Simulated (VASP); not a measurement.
# CdIn2O4 (Fd-3m) in VASP: further runs

Aim: see how the results for CdIn2O4 move with the level of theory and the settings. Levels: PBEsol, PBE, r2SCAN. Tasks: single point.

Everything below comes from runs of VASP 6.6.1. Logs are shortened: lines on timing, memory, paths and dates and some standing lists are left out, and cuts for length are marked.

### Step 1. The cell of the first run

It takes space group Fd-3m (No. 227, cubic). Conventional cell: a = 9.191 Å, b = 9.191 Å, c = 9.191 Å, α = 90.00°, β = 90.00°, γ = 90.00°. Within 2.9 Å of Cd (site symmetry -43m) lie 4 O at 2.19 Å. In (site symmetry -3m) has 6 O at 2.19 Å within 2.9 Å. Within 3.0 Å of O (site symmetry 3m) lie 3 In at 2.19 Å and 1 Cd at 2.19 Å and 3 O at 2.92 Å.

### Step 2. Single point, PBEsol

Input file INCAR:

```
PREC = Accurate
ENCUT = 600
EDIFF = 1E-6
ISMEAR = -1
SIGMA = 0.02
LREAL = F
LASPH = T
NELM = 120
ALGO = Normal
ISIF = 2
LWAVE = F
LCHARG = F
GGA = PS
NBANDS = 75
GGA_COMPAT = F
```

Input file KPOINTS:

```
Automatic mesh
0
Gamma
  4 4 4
```

Input file POSCAR:

```
CdIn2O4
1.0
    0.0000000000      4.5954577823      4.5954577823
    4.5954577823      0.0000000000      4.5954577823
    4.5954577823      4.5954577823      0.0000000000
Cd In O
2 4 8
Direct
    0.0000000000      0.0000000000      0.0000000000
    0.2500000000      0.2500000000      0.2500000000
    0.6250000000      0.6250000000      0.6250000000
    0.1250000000      0.6250000000      0.6250000000
    0.6250000000      0.6250000000      0.1250000000
    0.6250000000      0.1250000000      0.6250000000
    0.8622634521      0.8622634521      0.8622634521
    0.8367903562      0.3877365479      0.3877365479
    0.8622634521      0.8622634521      0.4132096438
    0.3877365479      0.8367903562      0.3877365479
    0.4132096438      0.8622634521      0.8622634521
    0.3877365479      0.3877365479      0.3877365479
    0.8622634521      0.4132096438      0.8622634521
    0.3877365479      0.3877365479      0.8367903562
```

Potentials or basis: VASP PAW PBE potentials, release 64 (Cd, In_d, O).

Command:

```sh
$ cat potpaw_PBE.64/Cd/POTCAR potpaw_PBE.64/In_d/POTCAR potpaw_PBE.64/O/POTCAR > POTCAR
$ mpirun -np 1 vasp_std > vasp.out
```

OUTCAR:

```text
PREC = Accurate
   ENCUT = 600
   EDIFF = 1E-6
   ISMEAR = -1
   LREAL = F
   LASPH = T
   NELM = 120
   ISIF = 2
   GGA = PS

 ion  position               nearest neighbor table
   1  0.000  0.000  0.000-   7 2.19   9 2.19  11 2.19  13 2.19   3 3.81   4 3.81   6 3.81   5 3.81
                             6 3.81   4 3.81   5 3.81   6 3.81   3 3.81   3 3.81   4 3.81   5 3.81
   2  0.250  0.250  0.250-  12 2.19  10 2.19   8 2.19  14 2.19   3 3.81   4 3.81   6 3.81   4 3.81
                             5 3.81   5 3.81   6 3.81   5 3.81   6 3.81   3 3.81   4 3.81   3 3.81
   3  0.625  0.625  0.625-   8 2.19  10 2.19  11 2.19  13 2.19   9 2.19  14 2.19   4 3.25   5 3.25
                             6 3.25   5 3.25   6 3.25   4 3.25   1 3.81   2 3.81   1 3.81   2 3.81
   4  0.125  0.625  0.625-   9 2.19  10 2.19  13 2.19  14 2.19   7 2.19  12 2.19   3 3.25   5 3.25
                             6 3.25   3 3.25   5 3.25   6 3.25   2 3.81   1 3.81   2 3.81   1 3.81
   5  0.625  0.625  0.125-   8 2.19  10 2.19  11 2.19  13 2.19  12 2.19   7 2.19   3 3.25   3 3.25
                             4 3.25   6 3.25   6 3.25   4 3.25   1 3.81   2 3.81   1 3.81   2 3.81
   6  0.625  0.125  0.625-   8 2.19   9 2.19  11 2.19  14 2.19  12 2.19   7 2.19   3 3.25   5 3.25
                             3 3.25   4 3.25   5 3.25   4 3.25   1 3.81   2 3.81   1 3.81   2 3.81
   7  0.862  0.862  0.862-   4 2.19   5 2.19   6 2.19   1 2.19
   8  0.837  0.388  0.388-   5 2.19   6 2.19   3 2.19   2 2.19
   9  0.862  0.862  0.413-   4 2.19   6 2.19   3 2.19   1 2.19
  10  0.388  0.837  0.388-   4 2.19   5 2.19   3 2.19   2 2.19
  11  0.413  0.862  0.862-   5 2.19   6 2.19   3 2.19   1 2.19
  12  0.388  0.388  0.388-   4 2.19   5 2.19   6 2.19   2 2.19
  13  0.862  0.413  0.862-   4 2.19   5 2.19   3 2.19   1 2.19
  14  0.388  0.388  0.837-   4 2.19   6 2.19   3 2.19   2 2.19

  LATTYP: Found a face centered cubic cell.
 ALAT       =     9.1909155646

  Lattice vectors:

 A1 = (   0.0000000000,   4.5954577823,   4.5954577823)
 A2 = (   4.5954577823,   0.0000000000,   4.5954577823)
 A3 = (   4.5954577823,   4.5954577823,   0.0000000000)

Analysis of symmetry for initial positions (statically):
=====================================================================
 Subroutine PRICEL returns:
 Original cell was already a primitive cell.

 Routine SETGRP: Setting up the symmetry group for a
 face centered cubic supercell.

 Subroutine GETGRP returns: Found 48 space group operations
 (whereof 24 operations were pure point group operations)
 out of a pool of 48 trial point group operations.

The static configuration has the point symmetry T_d .
 The point group associated with its full space group is O_h .

Analysis of symmetry for dynamics (positions and initial velocities):
=====================================================================
 Subroutine PRICEL returns:
 Original cell was already a primitive cell.

 Routine SETGRP: Setting up the symmetry group for a
 face centered cubic supercell.

 Subroutine GETGRP returns: Found 48 space group operations
 (whereof 24 operations were pure point group operations)
 out of a pool of 48 trial point group operations.

The dynamic configuration has the point symmetry T_d .
 The point group associated with its full space group is O_h .

 Subroutine INISYM returns: Found 48 space group operations
 (whereof 24 operations are pure point group operations),
 and found     1 'primitive' translations

----------------------------------------------------------------------------------------

                                     Primitive cell

  volume of cell :     194.0959

  direct lattice vectors                    reciprocal lattice vectors
     0.000000000  4.595457782  4.595457782    -0.108803089  0.108803089  0.108803089
     4.595457782  0.000000000  4.595457782     0.108803089 -0.108803089  0.108803089
     4.595457782  4.595457782  0.000000000     0.108803089  0.108803089 -0.108803089

  length of vectors
     6.498958721  6.498958721  6.498958721     0.188452477  0.188452477  0.188452477

  position of ions in fractional coordinates (direct lattice)
     0.000000000  0.000000000  0.000000000
     0.250000000  0.250000000  0.250000000
     0.625000000  0.625000000  0.625000000
     0.125000000  0.625000000  0.625000000
     0.625000000  0.625000000  0.125000000
     0.625000000  0.125000000  0.625000000
     0.862263452  0.862263452  0.862263452
     0.836790356  0.387736548  0.387736548
     0.862263452  0.862263452  0.413209644
     0.387736548  0.836790356  0.387736548
     0.413209644  0.862263452  0.862263452
     0.387736548  0.387736548  0.387736548
     0.862263452  0.413209644  0.862263452
     0.387736548  0.387736548  0.836790356

  ion indices of the primitive-cell ions
   primitive index   ion index
                 1           1
                 2           2
                 3           3
                 4           4
                 5           5
                 6           6
                 7           7
                 8           8
                 9           9
                10          10
                11          11
                12          12
                13          13
                14          14

----------------------------------------------------------------------------------------

 KPOINTS: Automatic mesh

Automatic generation of k-mesh.
 Grid dimensions read from file:
 generate k-points for:    4    4    4

 Generating k-lattice:

  Cartesian coordinates                     Fractional coordinates (reciprocal lattice)
    -0.027200772  0.027200772  0.027200772     0.250000000  0.000000000  0.000000000
     0.027200772 -0.027200772  0.027200772     0.000000000  0.250000000  0.000000000
     0.027200772  0.027200772 -0.027200772     0.000000000  0.000000000  0.250000000

  Length of vectors
     0.047113119  0.047113119  0.047113119

  Shift w.r.t. Gamma in fractional coordinates (k-lattice)
     0.000000000  0.000000000  0.000000000

 Subroutine IBZKPT returns following result:
 ===========================================

 Found      8 irreducible k-points:

 Following reciprocal coordinates:
            Coordinates               Weight
  0.000000  0.000000  0.000000      1.000000
  0.250000  0.000000  0.000000      8.000000
  0.500000  0.000000  0.000000      4.000000
  0.250000  0.250000  0.000000      6.000000
  0.500000  0.250000  0.000000     24.000000
 -0.250000  0.250000  0.000000     12.000000
  0.500000  0.500000  0.000000      3.000000
 -0.250000  0.500000  0.250000      6.000000
   k-points           NKPTS =      8   k-points in BZ     NKDIM =      8   number of bands    NBANDS=     75
   number of dos      NEDOS =    301   number of ions     NIONS =     14
   total plane-waves  NPLWV = 157464
   dimension x,y,z NGX =    54 NGY =   54 NGZ =   54
   dimension x,y,z NGXF=   108 NGYF=  108 NGZF=  108
   ions per type =               2   4   8
   NGX,Y,Z   is equivalent  to a cutoff of  13.81, 13.81, 13.81 a.u.
   NGXF,Y,Z  is equivalent  to a cutoff of  27.63, 27.63, 27.63 a.u.
 SYSTEM =  unknown system
   PREC   = accura    normal or accurate (medium, high low for compatibility)
   ISTART =      0    job   : 0-new  1-cont  2-samecut
   ICHARG =      2    charge: 1-file 2-atom 10-const
   ISPIN  =      1    spin polarized calculation?
   LNONCOLLINEAR =      F non collinear calculations
   LSORBIT =      F    spin-orbit coupling
   LASPH  =      T    aspherical Exc in radial PAW
   ENCUT  =  600.0 eV  44.10 Ry    6.64 a.u.  12.98 12.98 12.98*2*pi/ulx,y,z
   NELM   =    120;   NELMIN=  2; NELMDL= -5     # of ELM steps
   EDIFF  = 0.1E-05   stopping-criterion for ELM
   LREAL  =      F    real-space projection
   EDIFFG = 0.1E-04   stopping-criterion for IOM
   NSW    =      0    number of steps for IOM
   IBRION =     -1    ionic relax: 0-MD 1-quasi-New 2-CG
   NFREE  =      0    steps in history (QN), initial steepest desc. (CG)
   ISIF   =      2    stress and relaxation
   ISYM   =      2    0-nonsym 1-usesym 2-fastsym
   POTIM  = 0.5000    time-step for ionic-motion
   TEBEG  =    0.0;   TEEND  =   0.0 temperature during run
   PSTRESS=    0.0 pullay stress
   NELECT =     124.0000    total number of electrons
   NUPDOWN=      -1.0000    fix difference up-down
   EMIN   =  10.00;   EMAX   =-10.00  energy-range for DOS
   EFERMI =   0.00;   METHOD = LEGACY
   ISMEAR =    -1;   SIGMA  =   0.02  broadening in eV -4-tet -1-fermi 0-gaus
   EFERMI_NEDOS =   21; number of points for ismear=-14 and -15
   IALGO  =     38    algorithm
   IMIX   =      4    mixing-type and parameters
     AMIX     =   0.40;   BMIX     =  1.00
     AMIX_MAG =   1.60;   BMIX_MAG =  1.00
  volume/ion in A,a.u.               =      13.86        93.56
  Fermi-wavevector in a.u.,A,eV,Ry     =   1.409970  2.664457 27.048601  1.988016
  Thomas-Fermi vector in A             =   2.531972
   LORBIT       =      0    0 simple, 1 ext, 2 COOP (PROOUT), +10 PAW based schemes
   GGA     = PS    functional components
   LHFCALC =     F    Hartree Fock is set to
   AEXX    =    0.0000 exact exchange contribution
   IVDW    =     0    specifies the selected vdW correction
   LEPSILON=     F    determine dielectric tensor
   LRPA    =     F    only Hartree local field effects (RPA)
 non-spin polarized calculation
  energy-cutoff  :      600.00
  volume of cell :      194.10
 maximum number of plane-waves:      6479
 NGX is ok and might be reduce to    54
   NGX = 25   NGY = 25   NGZ = 25

 number of electron     123.9999998 magnetization

 Free energy of the ion-electron system (eV)
  ---------------------------------------------------
  ext. energy  EPLUGINS =         0.00000000
  ---------------------------------------------------
  free energy    TOTEN  =       -76.93010054 eV

  energy without entropy =      -76.93010054  energy(sigma->0) =      -76.93010054

 E-fermi :   3.8870     XC(G=0): -11.0377

 val. band max:        3.3984573767   @ k =   0.5000   0.0000   0.0000
 cond. band min:       4.3666727002   @ k =   0.0000   0.0000   0.0000
 fundamental gap:      0.9682153235
 Fermi energy:         3.8870431650

 k-point     1 :       0.0000    0.0000    0.0000
  band No.  band energies     occupation
      1     -13.9611      2.00000
      2     -13.3368      2.00000
      3     -13.3368      2.00000
      4     -13.3368      2.00000
      5     -13.0427      2.00000
      6     -12.8025      2.00000
[... 66 lines left out ...]
     73      11.9363      0.00000
     74      11.9363      0.00000

 k-point     2 :       0.2500    0.0000    0.0000
  band No.  band energies     occupation
      1     -13.8619      2.00000
      2     -13.3392      2.00000
      3     -13.2811      2.00000
      4     -13.2811      2.00000
      5     -13.1263      2.00000
      6     -12.8771      2.00000
[... 66 lines left out ...]
     73      11.8924      0.00000
     74      12.3368      0.00000

 k-point     3 :       0.5000    0.0000    0.0000
  band No.  band energies     occupation
      1     -13.7169      2.00000
      2     -13.3252      2.00000
      3     -13.2902      2.00000
      4     -13.1927      2.00000
      5     -13.1927      2.00000
      6     -12.9841      2.00000
[... 374 lines left out ...]
     73      13.0088      0.00000
     74      13.0091      0.00000

 k-point     8 :      -0.2500    0.5000    0.2500
  band No.  band energies     occupation
      1     -13.5106      2.00000
      2     -13.5106      2.00000
      3     -13.1905      2.00000
      4     -13.1905      2.00000
      5     -13.0634      2.00000
      6     -13.0634      2.00000
[... 66 lines left out ...]
     73      12.6692      0.00000
     74      12.6693      0.00000
 [bands above 74 left out]

------------------------ aborting loop because EDIFF is reached ----------------------------------------

  FORCE on cell =-STRESS in cart. coord.  units (eV):
  Direction    XX          YY          ZZ          XY          YZ          ZX
  --------------------------------------------------------------------------------------
  -------------------------------------------------------------------------------------
  Total        0.7527067      0.7527067      0.7527067      0.0000000      0.0000000     -0.0000000
  in kB        6.2132671      6.2132671      6.2132671      0.0000000      0.0000000     -0.0000000
  external PRESSURE =       6.2132671 kB  Pullay stress =       0.0000000 kB

 VOLUME and BASIS-vectors are now :
 -----------------------------------------------------------------------------
  energy-cutoff  :      600.00
  volume of cell :      194.10
      direct lattice vectors                 reciprocal lattice vectors
     0.000000000  4.595457782  4.595457782    -0.108803089  0.108803089  0.108803089
     4.595457782  0.000000000  4.595457782     0.108803089 -0.108803089  0.108803089
     4.595457782  4.595457782  0.000000000     0.108803089  0.108803089 -0.108803089

 POSITION                                       TOTAL-FORCE (eV/Angst)
 -----------------------------------------------------------------------------------
      0.00000      0.00000      0.00000        -0.000000     -0.000000     -0.000000
      2.29773      2.29773      2.29773         0.000000     -0.000000     -0.000000
      5.74432      5.74432      5.74432        -0.000000     -0.000000     -0.000000
      5.74432      3.44659      3.44659        -0.000000     -0.000000     -0.000000
      3.44659      3.44659      5.74432        -0.000000     -0.000000     -0.000000
      3.44659      5.74432      3.44659         0.000000     -0.000000     -0.000000
      7.92499      7.92499      7.92499        -0.021708     -0.021708     -0.021708
      3.56365      5.62726      5.62726         0.021708     -0.021708     -0.021708
      5.86138      5.86138      7.92499         0.021708      0.021708     -0.021708
      5.62726      3.56365      5.62726        -0.021708      0.021708     -0.021708
      7.92499      5.86138      5.86138        -0.021708      0.021708      0.021708
      3.56365      3.56365      3.56365         0.021708      0.021708      0.021708
      5.86138      7.92499      5.86138         0.021708     -0.021708      0.021708
      5.62726      5.62726      3.56365        -0.021708     -0.021708      0.021708
 -----------------------------------------------------------------------------------
    total drift:                               -0.000000      0.000000      0.000000

  FREE ENERGIE OF THE ION-ELECTRON SYSTEM (eV)
  ---------------------------------------------------
  free  energy   TOTEN  =       -76.9301005380 eV

  energy  without entropy=      -76.9301005379  energy(sigma->0) =      -76.93010054
```

Run time: 2.8 min. Hardware: 1 thread of Intel Xeon 6975P-C (Granite Rapids), shared host; peak memory 0.44 GiB.

What came out:

```
Free energy            : -76.9301 eV
Pressure               : 0.6 GPa
Largest force          : 0.038 eV/Å
Band gap on the k mesh : 0.97 eV (least direct gap 1.03 eV)
```

Forces in eV/Å, atoms in the order of the input:
```
Cd   0.000  0.000  0.000
Cd   0.000  0.000  0.000
In   0.000  0.000  0.000
In   0.000  0.000  0.000
In   0.000  0.000  0.000
In   0.000  0.000  0.000
O   -0.022 -0.022 -0.022
O    0.022 -0.022 -0.022
O    0.022  0.022 -0.022
O   -0.022  0.022 -0.022
O   -0.022  0.022  0.022
O    0.022  0.022  0.022
O    0.022 -0.022  0.022
O   -0.022 -0.022  0.022
```

Caveat: the PAW data sets were made with another functional, which shifts forces and pressure a little; spin-orbit coupling is left out, which moves the levels of the heavy elements. A k mesh can miss the band edges.

### Step 3. Single point, PBE

This run uses another cell than the first one, of 14.43 Å³/atom.

Input file INCAR:

```
PREC = Accurate ; ENCUT = 600
EDIFF = 1E-6 ; ISMEAR = -1
SIGMA = 0.02 ; LREAL = False
LASPH = True ; NELM = 120
ALGO = Normal ; ISIF = 2
LWAVE = False ; LCHARG = True
GGA = PE ; LELF = True
LVHAR = True ; NBANDS = 75
GGA_COMPAT = False
```

KPOINTS is that of step 2.

Input file POSCAR:

```
CdIn2O4
1.0
    0.0000000000      4.6574765183      4.6574765183
    4.6574765183      0.0000000000      4.6574765183
    4.6574765183      4.6574765183      0.0000000000
Cd In O
2 4 8
Direct
    0.0000000000      0.0000000000      0.0000000000
    0.2500000000      0.2500000000      0.2500000000
    0.6250000000      0.6250000000      0.6250000000
    0.1250000000      0.6250000000      0.6250000000
    0.6250000000      0.6250000000      0.1250000000
    0.6250000000      0.1250000000      0.6250000000
    0.8619754911      0.8619754911      0.8619754911
    0.8359264733      0.3880245089      0.3880245089
    0.8619754911      0.8619754911      0.4140735267
    0.3880245089      0.8359264733      0.3880245089
    0.4140735267      0.8619754911      0.8619754911
    0.3880245089      0.3880245089      0.3880245089
    0.8619754911      0.4140735267      0.8619754911
    0.3880245089      0.3880245089      0.8359264733
```

Potentials or basis: VASP PAW PBE potentials, release 64 (Cd, In_d, O).

Command:

```sh
$ cat potpaw_PBE.64/Cd/POTCAR potpaw_PBE.64/In_d/POTCAR potpaw_PBE.64/O/POTCAR > POTCAR
$ mpirun -np 1 vasp_std > vasp.out
```

Wall time 2.6 min (1 thread of Intel Xeon 6975P-C (Granite Rapids), shared host); peak memory 0.46 GiB.

The run converged. Its results:

- Free energy: -71.7057 eV
- Pressure: 0.5 GPa
- Largest force: 0.032 eV/Å
- Band gap on the k mesh: 0.91 eV (least direct gap 0.98 eV)

Forces in eV/Å, atoms in the order of the input:
```
Cd   0.000  0.000  0.000
Cd   0.000  0.000  0.000
In   0.000  0.000  0.000
In   0.000  0.000  0.000
In   0.000  0.000  0.000
In   0.000  0.000  0.000
O   -0.019 -0.019 -0.019
O    0.019 -0.019 -0.019
O    0.019  0.019 -0.019
O   -0.019  0.019 -0.019
O   -0.019  0.019  0.019
O    0.019  0.019  0.019
O    0.019 -0.019  0.019
O   -0.019 -0.019  0.019
```

Levels at points of the mesh, in eV from the valence-band top:
```csv
k point,band 59,band 60,band 61,band 62,band 63,band 64,band 65,band 66
"(0.00, 0.00, 0.00)",-0.08,-0.08,-0.06,-0.06,0.91,4.84,5.51,5.51
"(0.50, 0.00, 0.00)",-0.28,-0.28,0.00,0.00,3.57,3.78,5.75,6.31
"(0.50, 0.50, 0.00)",-0.20,-0.20,-0.07,-0.07,4.36,4.36,5.78,5.78
```

Caveat: spin-orbit coupling is left out, which moves the levels of the heavy elements.

(Continued in part 2 of 2.)
